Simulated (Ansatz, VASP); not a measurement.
# One calculation of AlN, two programs

The input INCAR:

```
SYSTEM = AlN
PREC = Accurate
ENCUT = 520
EDIFF = 1E-6
ISMEAR = -1
SIGMA = 0.02
LREAL = .FALSE.
LASPH = .TRUE.
NELM = 60
ALGO = Normal
ISIF = 2
LWAVE = .FALSE.
LCHARG = .FALSE.
GGA = PE
NBANDS = 16
```

KPOINTS

```
Automatic mesh
0
G
  12 12 6
  0 0 0
```

POSCAR

```
AlN
1.0
    3.0600933540      0.0000000000      0.0000000000
   -1.5300466770      2.6501185825      0.0000000000
    0.0000000000      0.0000000000      4.9039126757
Al N
2 2
Direct
    0.3333333333      0.6666666667     -0.0034405326
    0.6666666667      0.3333333333      0.4965594674
    0.3333333333      0.6666666667      0.3784405326
    0.6666666667      0.3333333333      0.8784405326
```

Input for Ansatz:

```yaml
crystal:
  lattice:
    - [3.060093354, 0.0, 0.0]
    - [-1.530046677, 2.6501185825, 0.0]
    - [0.0, 0.0, 4.9039126757]
  atoms:
    - { symbol: Al, position: [0.3333333333, 0.6666666667, -0.0034405326] }
    - { symbol: Al, position: [0.6666666667, 0.3333333333, 0.4965594674] }
    - { symbol: "N", position: [0.3333333333, 0.6666666667, 0.3784405326] }
    - { symbol: "N", position: [0.6666666667, 0.3333333333, 0.8784405326] }
kpoints:
  mp_grid: { grid: [12, 12, 6] }
  band_path:
    path:
      - [0.0, 0.0, 0.0]
      - [0.5, 0.0, 0.0]
      - [0.3333333333, 0.3333333333, 0.0]
      - [0.0, 0.0, 0.5]
      - [0.5, 0.0, 0.5]
      - [0.3333333333, 0.3333333333, 0.5]
    npoints: 1
hamiltonian:
  xc: pbe
scf:
  occupations: { method: fermi_dirac, width: 0.02 }
  n_extra_bands: 5
output:
  forces: true
  stress: true
  eigenvalues: true
```

Change from the starting cell: hydrostatic strain -1.5%.

Alike in both runs: task single point; functional PBE; k mesh 12 × 12 × 6; occupations fermi-dirac, width 0.02 eV; no spin polarisation.

```csv
,VASP,Ansatz
version,VASP 6.6.1,Ansatz 0.2.0
potentials or method,"VASP PAW PBE potentials, release 64 (Al, N)","plane waves, PAW"
plane-wave cutoff (eV),520,420
valence electrons in the cell,16,16
```

```tsv
	VASP	Ansatz	Ansatz less VASP
gap on the k mesh at the Fermi level (eV)	4.65	4.63	-0.014
pressure (GPa)	14.9	15.1	+0.22
traceless stress, the component that is largest in VASP (GPa)	-0.74	-0.78	-0.041
rms of the force components (eV/Å)	0.004	0.004	+0.0005
```

Atom by atom the forces differ by 0.000 eV/Å (rms over components). With one functional, cell and mesh, what is left measures potentials, basis and numerics.
